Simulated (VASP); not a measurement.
# Lu in VASP: further runs, part 2 of 2

VASP 6.6.1. Earlier steps stand in the parts before.

**3. Relaxation of cell and atoms, PBE**

This run uses another cell than the first one, of 29.95 Å³/atom.

Contents of INCAR:

```
PREC = Accurate
ENCUT = 600
EDIFF = 1E-6
ISMEAR = 0
SIGMA = 0.1
LREAL = F
LASPH = T
NELM = 100
ALGO = Normal
ISIF = 3
LWAVE = F
LCHARG = F
GGA = PE
IBRION = 2
NSW = 90
EDIFFG = -0.04
```

Contents of KPOINTS:

```
regular mesh
0
Gamma
  8 8 8
```

Contents of POSCAR:

```
Lu
1.0
   -1.7245353600      1.7245353600      2.5175163100
    1.7245353600     -1.7245353600      2.5175163100
    1.7245353600      1.7245353600     -2.5175163100
Lu
1
Direct
    0.0000000000      0.0000000000      0.0000000000
```

Potentials or basis: VASP PAW PBE potentials, release 64 (Lu).

Started as:

```
$ cat potpaw_PBE.64/Lu/POTCAR > POTCAR
$ mpirun -np 1 vasp_std > vasp.out
```

OUTCAR:

```text
PREC = Accurate
   ENCUT = 600
   EDIFF = 1E-6
   ISMEAR = 0
   LREAL = F
   LASPH = T
   NELM = 100
   ISIF = 3
   GGA = PE
   IBRION = 2
   NSW = 90
   EDIFFG = -0.04

 ion  position               nearest neighbor table
   1  0.000  0.000  0.000-

  LATTYP: Found a body centered tetragonal cell.
 ALAT       =     3.4490707200
 C/A-ratio  =     1.4598229578

  Lattice vectors:

 A1 = (  -1.7245353600,   1.7245353600,   2.5175163100)
 A2 = (   1.7245353600,  -1.7245353600,   2.5175163100)
 A3 = (   1.7245353600,   1.7245353600,  -2.5175163100)

Analysis of symmetry for initial positions (statically):
=====================================================================
 Subroutine PRICEL returns:
 Original cell was already a primitive cell.

[... 385 lines left out ...]

  energy without entropy =       -4.47593264  energy(sigma->0) =       -4.47963306

 E-fermi :   2.3273     XC(G=0): -10.7073

 val. band max:        2.2656606447   @ k =  -0.3750   0.2500   0.0000
 cond. band min:       2.3909162346   @ k =  -0.2500  -0.3750   0.1250
 fundamental gap:      0.1252555899
 Fermi energy:         2.3272753447

 k-point     1 :       0.0000    0.0000    0.0000
  band No.  band energies     occupation
      1     -53.8771      2.00000
      2     -24.2960      2.00000
      3     -24.2960      2.00000
      4     -24.2960      2.00000
      5      -3.7852      2.00000
      6      -2.6941      2.00000
[... 433 lines left out ...]
      3     -24.4997      2.00000
      4     -24.4077      2.00000
      5      -2.6546      2.00000
      6      -2.6530      2.00000
[... 8 lines left out ...]
     15       5.2906      0.00000
     16       8.0929      0.00000

 [... further k-points ...]

------------------------ aborting loop because EDIFF is reached ----------------------------------------

  FORCE on cell =-STRESS in cart. coord.  units (eV):
  Direction    XX          YY          ZZ          XY          YZ          ZX
  --------------------------------------------------------------------------------------
  -------------------------------------------------------------------------------------
  Total       -0.0005078     -0.0005078      0.0087365      0.0000000     -0.0000000      0.0000000
  in kB       -0.0282131     -0.0282131      0.4853675      0.0000000     -0.0000000      0.0000000
  external PRESSURE =       0.1429804 kB  Pullay stress =       0.0000000 kB
[... 16 lines left out ...]
  FREE ENERGIE OF THE ION-ELECTRON SYSTEM (eV)
  ---------------------------------------------------
  free  energy   TOTEN  =        -4.4833334843 eV

  energy  without entropy=       -4.4759326428  energy(sigma->0) =       -4.47963306

 reached required accuracy - stopping structural energy minimisation
```

OSZICAR:

```text
N       E                     dE             d eps       ncg     rms          rms(c)
DAV:   1     0.840132740714E+02    0.84013E+02   -0.11402E+04  2328   0.564E+03
DAV:   2     0.138388020671E+00   -0.83875E+02   -0.82884E+02  2008   0.360E+02
DAV:   3    -0.439730788663E+01   -0.45357E+01   -0.45018E+01  2448   0.710E+01
[... 63 lines left out ...]
DAV:   4    -0.448316104789E+01   -0.14257E-03   -0.33202E-03  2408   0.113E+00    0.125E-01
DAV:   5    -0.448331831639E+01   -0.15727E-03   -0.67062E-04  2968   0.781E-01    0.346E-02
DAV:   6    -0.448333568276E+01   -0.17366E-04   -0.11134E-04  2968   0.144E-01    0.132E-02
DAV:   7    -0.448333349488E+01    0.21879E-05   -0.14681E-05  2920   0.966E-02    0.450E-03
DAV:   8    -0.448333348428E+01    0.10593E-07   -0.57929E-07  1256   0.169E-02
   7 F= -.44833335E+01 E0= -.44796331E+01  d E =-.639002E-03
```

It took 76 s on 1 thread of Intel Xeon 6975P-C (Granite Rapids), shared host; peak memory 0.2 GiB.

What came out:

```
Free energy                           : -4.4833 eV
Relaxed volume                        : 28.84 Å³/atom
Relaxed cell                          : a = 3.441 Å, b = 3.441 Å, c = 3.441 Å, α = 119.95°, β = 119.95°, γ = 90.08°
Space group after relaxing (to 0.1 Å) : Fm-3m (No. 225)
Energy gained by relaxing             : 8.3 meV/atom
Ionic steps                           : 7
Pressure after relaxing               : 0.0 GPa
Band gap on the k mesh                : zero (an odd number of electrons rules out a gap without spin polarisation)
```

Step by step:
```tsv
step	energy change (eV)	largest force (eV/Å)	pressure (GPa)	volume (Å³)
1	0.0000	0.0000	-1.26	29.95
2	-0.0073	0.0000	-0.10	28.94
3	-0.0076	0.0000	0.06	28.79
4	-0.0075	0.0000	0.37	28.50
5	-0.0076	0.0000	0.18	28.67
6	-0.0082	0.0000	0.13	28.75
7	-0.0083	0.0000	0.01	28.84
```

Final structure:
```
Lu
1.0
    -1.72190    1.72190    2.43165
     1.72190   -1.72190    2.43165
     1.72190    1.72190   -2.43165
Lu
1
Direct
  0.00000 0.00000 0.00000
```

Levels at points of the mesh, in eV from the Fermi level:
```tsv
k point	band 9	band 10	band 11	band 12	band 13	band 14	band 15	band 16
(0.00, 0.00, 0.00)	-4.97	-4.89	-4.89	-4.89	2.25	2.25	2.26	4.67
(0.50, 0.00, 0.00)	-4.91	-4.91	-4.89	-2.61	0.33	2.03	2.04	6.44
(0.50, 0.50, 0.00)	-4.92	-4.92	-4.92	-2.06	-0.84	1.93	6.46	6.97
(0.50, 0.50, 0.50)	-4.92	-4.92	-4.92	-2.05	-0.84	1.95	6.46	6.96
```

Caveat: spin-orbit coupling is left out, which moves the levels of the heavy elements.

**4. Single point, PBE (31.80 Å³/atom)**

This run uses another cell than the first one, of 31.80 Å³/atom.

Contents of INCAR:

```
PREC = Accurate
ENCUT = 520
EDIFF = 1E-6
ISMEAR = 0
SIGMA = 0.1
LREAL = F
LASPH = T
NELM = 80
ALGO = Fast
ISIF = 2
LWAVE = F
LCHARG = F
GGA = PE
NBANDS = 18
```

Contents of KPOINTS:

```
regular mesh
0
Gamma
  20 20 20
```

Contents of POSCAR:

```
Lu
1.0
    0.0000000000      2.5146146583      2.5146146583
    2.5146146583      0.0000000000      2.5146146583
    2.5146146583      2.5146146583      0.0000000000
Lu
1
Direct
    0.0000000000      0.0000000000      0.0000000000
```

Started as:

```
$ cat potpaw_PBE.64/Lu/POTCAR > POTCAR
$ mpirun -np 1 vasp_std > vasp.out
```

Run time: 1.7 min. Hardware: 1 thread of Intel Xeon 6975P-C (Granite Rapids), shared host; peak memory 0.28 GiB.

It converged, with:

* Free energy: -4.4531 eV
* Pressure: -3.3 GPa
* Band gap on the k mesh: zero (an odd number of electrons rules out a gap without spin polarisation)

Levels at points of the mesh, in eV from the Fermi level:
```csv
k point,band 8,band 9,band 10,band 11,band 12,band 13,band 14,band 15,band 16,band 17
"(0.00, 0.00, 0.00)",-5.15,-5.15,-5.09,-5.09,-5.09,2.15,2.15,2.15,4.29,4.29
"(0.50, 0.00, 0.00)",-5.12,-5.11,-5.11,-5.09,-2.46,0.12,1.97,1.97,5.86,5.86
"(0.50, 0.50, 0.00)",-5.13,-5.11,-5.11,-5.11,-1.81,-0.64,1.57,5.88,6.32,6.37
```

Caveat: the cell stands under tension; spin-orbit coupling is left out, which moves the levels of the heavy elements.

**5. Single point, PBE (25.44 Å³/atom)**

This run uses another cell than the first one, of 25.44 Å³/atom.

Contents of INCAR:

```
PREC     = Accurate       # precision mode
ENCUT    = 520            # plane-wave cutoff, eV
EDIFF    = 1E-6           # SCF threshold, eV
ISMEAR   = 0              # smearing method
SIGMA    = 0.1            # smearing width, eV
LREAL    = False          # projectors in reciprocal space
LASPH    = True           # aspherical terms in the spheres
NELM     = 60             # most SCF steps
ALGO     = Fast           # electronic algorithm
ISIF     = 2              # what is computed and relaxed
LWAVE    = False          # write WAVECAR
LCHARG   = False          # write CHGCAR
GGA      = PE             # functional
NBANDS   = 18             # bands
```

KPOINTS is that of step 4.

Contents of POSCAR:

```
Lu
1.0
    0.0000000000      2.3343614638      2.3343614638
    2.3343614638      0.0000000000      2.3343614638
    2.3343614638      2.3343614638      0.0000000000
Lu
1
Direct
    0.0000000000      0.0000000000      0.0000000000
```

Started as:

```
$ cat potpaw_PBE.64/Lu/POTCAR > POTCAR
$ mpirun -np 1 vasp_std > vasp.out
```

Wall time 1.8 min (1 thread of Intel Xeon 6975P-C (Granite Rapids), shared host); peak memory 0.26 GiB.

Results (log left out):

```
Free energy            : -4.4096 eV
Pressure               : 7.1 GPa
Band gap on the k mesh : zero (an odd number of electrons rules out a gap without spin polarisation)
```

Levels at points of the mesh, in eV from the Fermi level:
```csv
k point,band 9,band 10,band 11,band 12,band 13,band 14,band 15,band 16
"(0.00, 0.00, 0.00)",-4.78,-4.67,-4.67,-4.67,2.38,2.38,2.38,5.16
"(0.50, 0.00, 0.00)",-4.69,-4.69,-4.66,-2.82,0.75,2.12,2.12,7.24
"(0.50, 0.50, 0.00)",-4.71,-4.71,-4.70,-2.40,-1.13,2.58,7.27,7.87
```

Caveat: the cell stands under pressure; spin-orbit coupling is left out, which moves the levels of the heavy elements.

**6. Single point, PBE (26.31 Å³/atom)**

This run uses another cell than the first one, of 26.31 Å³/atom.

Contents of INCAR:

```
SYSTEM = Lu
PREC = Accurate ; ENCUT = 520
EDIFF = 1E-6 ; ISMEAR = 0
SIGMA = 0.1 ; LREAL = .False.
LASPH = .True. ; NELM = 80
ALGO = Normal ; ISIF = 2
LWAVE = .False. ; LCHARG = .False.
GGA = PE ; NBANDS = 18
```

Contents of KPOINTS:

```
Automatic mesh
0
Gamma
  20 20 20
  0 0 0
```

Contents of POSCAR:

```
Lu
1.0
    0.0000000000      2.3605924398      2.3605924398
    2.3605924398      0.0000000000      2.3605924398
    2.3605924398      2.3605924398      0.0000000000
Lu
1
Direct
    0.0000000000      0.0000000000      0.0000000000
```

Potentials or basis: VASP PAW PBE potentials, release 64 (Lu).

Started as:

```
$ cat potpaw_PBE.64/Lu/POTCAR > POTCAR
$ mpirun -np 1 vasp_std > vasp.out
```

Wall time 50 s (1 thread of Intel Xeon 6975P-C (Granite Rapids), shared host); peak memory 0.27 GiB.

It converged, with:

| Property | Result |
| --- | --- |
| Free energy | -4.4424 eV |
| Pressure | 5.0 GPa |
| Band gap on the k mesh | zero (an odd number of electrons rules out a gap without spin polarisation) |

Levels at points of the mesh, in eV from the Fermi level:
```
           k point  band 9  band 10  band 11  band 12  band 13  band 14  band 15  band 16
(0.00, 0.00, 0.00)   -4.82    -4.72    -4.72    -4.72     2.35     2.35     2.35     5.02
(0.50, 0.00, 0.00)   -4.74    -4.74    -4.72    -2.76     0.62     2.10     2.10     7.02
(0.50, 0.50, 0.00)   -4.76    -4.76    -4.75    -2.30    -1.05     2.39     7.05     7.62
```

Caveat: the cell stands under pressure; spin-orbit coupling is left out, which moves the levels of the heavy elements.

**7. Single point, PBE (27.18 Å³/atom)**

This run uses another cell than the first one, of 27.18 Å³/atom.

Contents of INCAR:

```
SYSTEM = Lu
ALGO = Fast
EDIFF = 1E-6
ENCUT = 520
GGA = PE
ISIF = 2
ISMEAR = 0
LASPH = .True.
LCHARG = .False.
LREAL = .False.
LWAVE = .False.
NBANDS = 18
NELM = 80
PREC = Accurate
SIGMA = 0.1
```

Contents of KPOINTS:

```
k-points
0
Gamma
  20 20 20
  0 0 0
```

Contents of POSCAR:

```
Lu
1.0
    0.0000000000      2.3862530637      2.3862530637
    2.3862530637      0.0000000000      2.3862530637
    2.3862530637      2.3862530637      0.0000000000
Lu
1
Direct
    0.0000000000      0.0000000000      0.0000000000
```

Started as:

```
$ cat potpaw_PBE.64/Lu/POTCAR > POTCAR
$ mpirun -np 1 vasp_std > vasp.out
```

Run time: 1.7 min. Hardware: 1 thread of Intel Xeon 6975P-C (Granite Rapids), shared host; peak memory 0.27 GiB.

It converged, with:

```yaml
Free_energy: -4.4646 eV
Pressure: 3.2 GPa
Band_gap_on_the_k_mesh: zero (an odd number of electrons rules out a gap without spin polarisation)
```

Levels at points of the mesh, in eV from the Fermi level:
```csv
k point,band 10,band 11,band 12,band 13,band 14,band 15
"(0.00, 0.00, 0.00)",-4.77,-4.77,-4.77,2.32,2.32,2.32
"(0.50, 0.00, 0.00)",-4.80,-4.77,-2.70,0.51,2.08,2.08
"(0.50, 0.50, 0.00)",-4.81,-4.81,-2.21,-0.97,2.22,6.84
```

Caveat: the cell stands under pressure; spin-orbit coupling is left out, which moves the levels of the heavy elements.

**8. The runs side by side**

| task | cell | k mesh | cutoff (eV) | gap on the mesh (eV) | pressure (GPa) |
| --- | --- | --- | --- | --- | --- |
| single point | a = 3.513 Å, angles 60.0°, 1 atom | 20 × 20 × 20 | 520 | none | -2.1 |
| relaxation of cell and atoms | relaxed from a = 3.505 Å, angles 121.1, 121.1, 88.2°, 1 atom | 8 × 8 × 8 | 600 | none | 0.0 |
| single point | a = 3.556 Å, angles 60.0°, 1 atom | 20 × 20 × 20 | 520 | none | -3.3 |
| single point | a = 3.301 Å, angles 60.0°, 1 atom | 20 × 20 × 20 | 520 | none | 7.1 |
| single point | a = 3.338 Å, angles 60.0°, 1 atom | 20 × 20 × 20 | 520 | none | 5.0 |
| single point | a = 3.375 Å, angles 60.0°, 1 atom | 20 × 20 × 20 | 520 | none | 3.2 |

Alike in all rows: level PBE; potentials or basis VASP PAW PBE potentials, release 64 (Lu); no spin polarisation; smearing gaussian 0.1 eV.

Caveats: spin-orbit coupling is left out, which moves the levels of the heavy elements; the cell stands under pressure (at least some runs); the cell stands under tension (at least some runs).

Total energies depend on the potentials used, so only differences within one code and one set of settings carry meaning.
